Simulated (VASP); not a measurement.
Input of a VASP 6.6.1 run:

File POSCAR:

```
GaP
1.0
    0.0000000000      2.6981452945      2.6981452945
    2.6981452945      0.0000000000      2.6981452945
    2.6981452945      2.6981452945      0.0000000000
Ga P
1 1
Direct
    0.0000000000      0.0000000000      0.0000000000
    0.2500000000      0.2500000000      0.2500000000
```

File INCAR.step1:

```
SYSTEM = GaP
PREC     = Accurate       ! precision mode
ENCUT    = 520            ! plane-wave cutoff, eV
ISMEAR   = 0              ! smearing method
SIGMA    = 0.01           ! smearing width, eV
LREAL    = .FALSE.        ! projectors in reciprocal space
LASPH    = .TRUE.         ! aspherical terms in the spheres
NELM     = 150            ! most SCF steps
MAGMOM   = 0 0 0 0 0 0    ! initial moments
LSORBIT  = .TRUE.         ! spin-orbit coupling
GGA_COMPAT= .FALSE.      
NBANDS   = 30             ! bands
GGA      = PE             ! functional
ALGO     = Normal         ! electronic algorithm
EDIFF    = 1E-4           ! SCF threshold, eV
LWAVE    = .TRUE.         ! write WAVECAR
LCHARG   = .FALSE.        ! write CHGCAR
```

Contents of INCAR.step2:

```
SYSTEM = GaP
PREC     = Accurate       ! precision mode
ENCUT    = 520            ! plane-wave cutoff, eV
EDIFF    = 1E-6           ! SCF threshold, eV
ISMEAR   = 0              ! smearing method
SIGMA    = 0.01           ! smearing width, eV
LREAL    = .FALSE.        ! projectors in reciprocal space
LASPH    = .TRUE.         ! aspherical terms in the spheres
NELM     = 150            ! most SCF steps
ALGO     = Normal         ! electronic algorithm
ISIF     = 2              ! what is computed and relaxed
LWAVE    = .FALSE.        ! write WAVECAR
LCHARG   = .FALSE.        ! write CHGCAR
MAGMOM   = 0 0 0 0 0 0    ! initial moments
LORBIT   = 11             ! projections on sites
LSORBIT  = .TRUE.         ! spin-orbit coupling
GGA_COMPAT= .FALSE.      
LORBMOM  = .TRUE.       
METAGGA  = R2SCAN         ! meta-GGA
LMIXTAU  = .TRUE.       
NBANDS   = 30             ! bands
ISTART   = 1
```

KPOINTS

```
Automatic mesh
0
G
  8 8 8
  0 0 0
```

Potentials or basis: VASP PAW PBE potentials, release 64 (Ga_d, P).

The run is started by

```sh
$ cat potpaw_PBE.64/Ga_d/POTCAR potpaw_PBE.64/P/POTCAR > POTCAR
$ cp INCAR.step1 INCAR
$ mpirun -np 1 vasp_ncl > vasp.out
$ cp INCAR.step2 INCAR
$ mpirun -np 1 vasp_ncl > vasp.out
```

Problem. Estimate the pressure.

Solution. 2.7 GPa.

Problem. Estimate the net moment.

Solution. 0.00 μB per cell.

Moments on the atoms (μB; x, y, z):
```
Ga  0.00 0.00 0.00
P   0.00 0.00 0.00
```

Caveat: the cell differs from its parent crystal (strain -1.0%); the PAW data sets were made with another functional, which shifts forces and pressure a little.
